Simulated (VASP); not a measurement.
Write the native input for VASP 6.6.1 that does the following.

```
Task                   : relaxation of cell and atoms
Functional             : PBEsol
Potentials or basis    : VASP PAW PBE potentials, release 64 (Sr_sv, Ti_sv, O)
Cutoff                 : 600 eV
k mesh                 : 8 × 8 × 8
Occupations            : gaussian, width 0.01 eV
Spin                   : no spin polarisation
Target pressure        : 2.3 GPa
Dipole correction      : no
Further INCAR settings : ALGO = Normal; EDIFF = 1e-06; IBRION = 2; EDIFFG = -0.002; NSW = 80; ISIF = 3
```

The structure of SrTiO3 (Tausonite) lies in POSCAR:

```
SrTiO3
1.0
    3.8755096039      0.0000000000      0.0000000000
    0.0000000000      3.8755096039      0.0000000000
    0.0000000000      0.0000000000      3.8755096039
Sr Ti O
1 1 3
Direct
    0.5000000000      0.5000000000      0.5000000000
    0.0000000000      0.0000000000      0.0000000000
    0.5000000000      0.0000000000      0.0000000000
    0.0000000000      0.5000000000      0.0000000000
    0.0000000000      0.0000000000      0.5000000000
```

The input as run:

INCAR

```
PREC = Accurate ; ENCUT = 600
EDIFF = 1E-6 ; ISMEAR = 0
SIGMA = 0.01 ; LREAL = False
LASPH = True ; NELM = 80
ALGO = Normal ; ISIF = 3
LWAVE = False ; LCHARG = False
GGA = PS ; IBRION = 2
NSW = 80 ; EDIFFG = -0.002
PSTRESS = 23.0
```

KPOINTS

```
Automatic mesh
0
Gamma
  8 8 8
```

Potentials or basis: VASP PAW PBE potentials, release 64 (Sr_sv, Ti_sv, O).

Run with:

```sh
$ cat potpaw_PBE.64/Sr_sv/POTCAR potpaw_PBE.64/Ti_sv/POTCAR potpaw_PBE.64/O/POTCAR > POTCAR
$ mpirun -np 1 vasp_std > vasp.out
```

Results of the run:

```
Relaxed volume                                         : 11.67 Å³/atom
Relaxed cell                                           : a = 3.879 Å, b = 3.879 Å, c = 3.879 Å, α = 90.00°, β = 90.00°, γ = 90.00°
Space group after relaxing (to 0.05 Å)                 : Pm-3m (No. 221)
Energy change on relaxing (the enthalpy is what falls) : -0.5 meV/atom
Ionic steps                                            : 3
Pressure after relaxing                                : 2.3 GPa
Band gap on the k mesh                                 : 1.84 eV, indirect (least direct gap 2.18 eV)
```

Caveat: the cell is relaxed towards a set pressure, so the enthalpy falls and the energy may rise; the PAW data sets were made with another functional, which shifts forces and pressure a little.

Wall time 61 s on 1 thread of Intel(R) Xeon(R) Platinum 8488C (Sapphire Rapids) (shared host), peak memory 0.22 GiB.
